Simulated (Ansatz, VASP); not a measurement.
## Two plane-wave programs on As

Contents of INCAR:

```
SYSTEM = As
  PREC = Accurate
  ENCUT = 520
  EDIFF = 1E-6
  ISMEAR = -1
  SIGMA = 0.05
  LREAL = .False.
  LASPH = .True.
  NELM = 150
  ALGO = Normal
  ISIF = 2
  LWAVE = .False.
  LCHARG = .False.
  MAGMOM = 0 0 0 0 0 0
  LORBIT = 11
  LSORBIT = .True.
  GGA_COMPAT = .False.
  LORBMOM = .True.
  GGA = PE
  NBANDS = 22
```

File KPOINTS:

```
Automatic mesh
0
Gamma
  9 9 9
  0 0 0
```

Contents of POSCAR:

```
As
1.0
    1.8807968987      1.0858785957      3.5140619945
   -1.8807968987      1.0858785957      3.5140619945
    0.0000000000     -2.1717571915      3.5140619945
As
2
Direct
    0.2260000000      0.2260000000      0.2260000000
    0.7740000000      0.7740000000      0.7740000000
```

File input.yaml:

```yaml
crystal:
  lattice:
    - [1.8807968987, 1.0858785957, 3.5140619945]
    - [-1.8807968987, 1.0858785957, 3.5140619945]
    - [0.0, -2.1717571915, 3.5140619945]
  atoms:
    - { symbol: As, position: [0.226, 0.226, 0.226] }
    - { symbol: As, position: [0.774, 0.774, 0.774] }
hamiltonian:
  xc: pbe
  pseudopotentials: { kind: paw_fr }
magnetization:
  noncollinear: true
  spin_orbit: true
kpoints:
  mp_grid: { grid: [9, 9, 9] }
  band_path:
    path:
      - [[0.0, 0.0, 0.0], [0.5, 0.0, 0.0], [0.5, 0.2303245873, -0.2303245873]]
      - [[0.7696754127, 0.5, 0.2303245873], [0.5, 0.5, 0.5], [0.0, 0.0, 0.0], [0.3651622936, 0.0, -0.3651622936]]
      - [[0.6348377064, 0.3651622936, 0.0], [0.5, 0.5, 0.0], [0.6348377064, 0.6348377064, 0.2303245873], [0.5, 0.5, 0.5]]
      - [[0.5, 0.0, 0.0], [0.7696754127, 0.3651622936, 0.3651622936]]
    npoints: 14
scf:
  occupations: { method: fermi_dirac, width: 0.05 }
  n_extra_bands: 6
output:
  forces: true
  stress: true
  eigenvalues: true
  fatbands: false
  write_density: true
  write_potential: true
  elf: true
  volumetric_format: npy
```

Alike in both runs: functional PBE; k mesh 9 × 9 × 9; occupations fermi-dirac, width 0.05 eV; non-collinear spin, spin-orbit coupling.

```csv
,VASP,Ansatz
version,VASP 6.6.1,Ansatz 0.2.0
potentials or method,"VASP PAW PBE potentials, release 64 (As)",Ansatz PAW
plane-wave cutoff (eV),520,420
valence electrons in the cell,10,30
task,single point,band structure
```

|  | VASP | Ansatz | Ansatz less VASP |
| --- | --- | --- | --- |
| pressure (GPa) | 4.1 | 3.7 | -0.33 |
| traceless stress, the component that is largest in VASP (GPa) | -0.53 | -0.43 | +0.106 |
| rms of the force components (eV/Å) | 0.282 | 0.246 | -0.0356 |
| net moment per atom (μB) | 0.00 | 0.00 | 0.000 |

Atom by atom the forces differ by 0.036 eV/Å (rms over components). With one functional, cell and mesh, what is left measures potentials, basis and numerics. VASP's potentials hold 10 valence electrons a cell and Ansatz's 30, so a difference there can come from the potentials and not from the codes.
